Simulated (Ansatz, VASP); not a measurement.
CdH in VASP and in Ansatz

```xyz
2
Lattice="1.5476 -2.6811 0.0000 1.5476 2.6811 0.0000 0.0000 0.0000 3.7668" Properties=species:S:1:pos:R:3 pbc="T T T"
Cd    1.5476    0.0000    1.8834
H     1.5476    0.0000    0.0000
```

Alike in both runs: functional PBE; k mesh 20 × 20 × 16; occupations gaussian, width 0.1 eV; no spin polarisation.

Ansatz relaxed the structure, and its values are those at the end. VASP's run is a single point on that final structure, the one shown.

|  | VASP | Ansatz |
| --- | --- | --- |
| version | VASP 6.6.1 | Ansatz 0.2.0 |
| potentials or method | VASP PAW PBE potentials, release 64 (Cd, H), cutoff 520 eV | scalar-relativistic, plane waves, PAW |
| valence electrons in the cell | 13 | 21 |

|  | VASP | Ansatz | Ansatz less VASP |
| --- | --- | --- | --- |
| gap on the k mesh at the Fermi level (eV) | none | none | - |
| pressure (GPa) | 0.3 | 0.0 | -0.29 |

A gap of «none» marks a metal or a gap that the smearing closes. With one functional, cell and mesh, what is left measures potentials, basis and numerics. VASP's potentials hold 13 valence electrons a cell and Ansatz's 21, so a difference there can come from the potentials and not from the codes.
